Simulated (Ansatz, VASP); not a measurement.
## Sn: VASP beside Ansatz

The input INCAR:

```
PREC = Accurate ; ENCUT = 520
EDIFF = 1E-7 ; ISMEAR = -1
SIGMA = 0.1 ; LREAL = F
LASPH = T ; NELM = 100
ALGO = Normal ; ISIF = 2
LWAVE = F ; LCHARG = F
GGA = RP ; NBANDS = 21
```

File KPOINTS:

```
regular mesh
0
Gamma
  12 12 6
```

Contents of POSCAR:

```
Sn
1.0
    3.4113934630      0.0000000000      0.0000000000
   -1.7056967315      2.9543534013      0.0000000000
    0.0000000000      0.0000000000      5.6682920399
Sn
2
Direct
    0.3333333333      0.6666666667      0.2500000000
    0.6666666667      0.3333333333      0.7500000000
```

Input for Ansatz:

```yaml
crystal:
  lattice:
    - [3.411393463, 0.0, 0.0]
    - [-1.7056967315, 2.9543534013, 0.0]
    - [0.0, 0.0, 5.6682920399]
  atoms:
    - { symbol: Sn, position: [0.3333333333, 0.6666666667, 0.25] }
    - { symbol: Sn, position: [0.6666666667, 0.3333333333, 0.75] }
hamiltonian:
  xc: rpbe
  pseudopotentials:
    kind: paw
    azcp:
      Sn: "pseudopotentials/Sn.paw.azcp"
basis:
  ecutwfc: 420
  fft_grid_basis: typed
kpoints:
  mp_grid: { grid: [12, 12, 6], shift: [0, 0, 0] }
magnetization:
  spin_polarized: false
scf:
  occupations: { method: fermi_dirac, width: 0.1 }
  lower_state_search: "off"
output:
  stress: true
```

Alike in both runs: task single point; functional RPBE; k mesh 12 × 12 × 6; occupations fermi-dirac, width 0.1 eV; no spin polarisation.

```csv
,VASP,Ansatz
version,VASP 6.6.1,Ansatz 0.2.0
potentials or method,"VASP PAW PBE potentials, release 64 (Sn_d), cutoff 520 eV","plane waves (420 eV) with PAW, scalar-relativistic"
valence electrons in the cell,28,28
```

```tsv
	VASP	Ansatz	Ansatz less VASP
pressure (GPa)	0.1	0.1	+0.05
traceless stress, the component that is largest in VASP (GPa)	-0.60	-0.60	+0.001
```

VASP's potentials were made for PBE, not for RPBE. The functional is the same, so the differences come from potentials, cutoffs and numerics.
